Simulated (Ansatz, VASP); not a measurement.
**Two plane-wave programs on Li2F3**

The input INCAR:

```
ALGO = Normal
EDIFF = 1E-6
EDIFFG = -0.04
ENCUT = 600
GGA = PE
IBRION = 2
ISIF = 3
ISMEAR = 0
ISPIN = 2
LASPH = T
LCHARG = F
LORBIT = 11
LREAL = F
LWAVE = F
MAGMOM = 0 0 0.35 0.37 0.37
NELM = 150
NSW = 90
PREC = Accurate
SIGMA = 0.1
```

File KPOINTS:

```
k-points
0
Gamma
  6 6 4
```

Contents of POSCAR:

```
Li2F3
1.0
    3.4394676005      0.0000000000      0.0000000000
   -1.7197338002      2.9786663175      0.0000000000
    0.0000000000      0.0000000000      5.3512528911
Li F
2 3
Direct
    0.3333333333      0.6666666667      0.2450000000
    0.6666666667      0.3333333333      0.7550000000
    0.0000000000      0.0000000000      0.0000000000
    0.3333333333      0.6666666667      0.6450000000
    0.6666666667      0.3333333333      0.3550000000
```

Input for Ansatz:

```yaml
crystal:
  lattice:
    - [3.4394676005, 0.0, 0.0]
    - [-1.7197338002, 2.9786663175, 0.0]
    - [0.0, 0.0, 5.3512528911]
  atoms:
    - { symbol: Li, position: [0.3333333333, 0.6666666667, 0.245] }
    - { symbol: Li, position: [0.6666666667, 0.3333333333, 0.755] }
    - { symbol: F, position: [0.0, 0.0, 0.0], spin: 0.35 }
    - { symbol: F, position: [0.3333333333, 0.6666666667, 0.645], spin: 0.37 }
    - { symbol: F, position: [0.6666666667, 0.3333333333, 0.355], spin: 0.37 }
basis:
  ecutwfc: 420
kpoints:
  mp_grid: { grid: [6, 6, 4] }
hamiltonian:
  xc: pbe
scf:
  occupations: { method: gaussian, width: 0.1 }
  lower_state_search: "off"
output:
  forces: true
  stress: true
  eigenvalues: true
  populations: true
magnetization:
  spin_polarized: true
relax:
  adjacent_minimum: "off"
  f_tol: 0.04
  max_steps: 70
  cell: { stress_tol: 0.4 }
```

Alike in both runs: task relaxation of cell and atoms; functional PBE; k mesh 6 × 6 × 4; occupations gaussian, width 0.1 eV; collinear spin.

|  | VASP | Ansatz |
| --- | --- | --- |
| version | VASP 6.6.1 | Ansatz 0.2.0 |
| potentials or method | VASP PAW PBE potentials, release 64 (Li_sv, F), cutoff 600 eV | scalar-relativistic, plane waves, PAW |
| valence electrons in the cell | 27 | 27 |

```tsv
	VASP	Ansatz	Ansatz less VASP
gap on the k mesh at the Fermi level, each at its own relaxed structure (eV)	none	none	-
net moment per atom (μB)	0.20	0.20	0.000
size of the moment on the site where the two differ most (μB)	0.31	0.33	+0.024
relaxed volume (Å³/atom)	9.87	10.06	+0.196
relaxed cell length with the largest relative difference (Å)	5.775	5.837	+0.0624
```

Site moments also hang on the region over which each program counts them. A gap of «none» marks a metal or a gap that the smearing closes.

Noted on VASP's run: the cutoff is short for stress, so the pressure is rough.
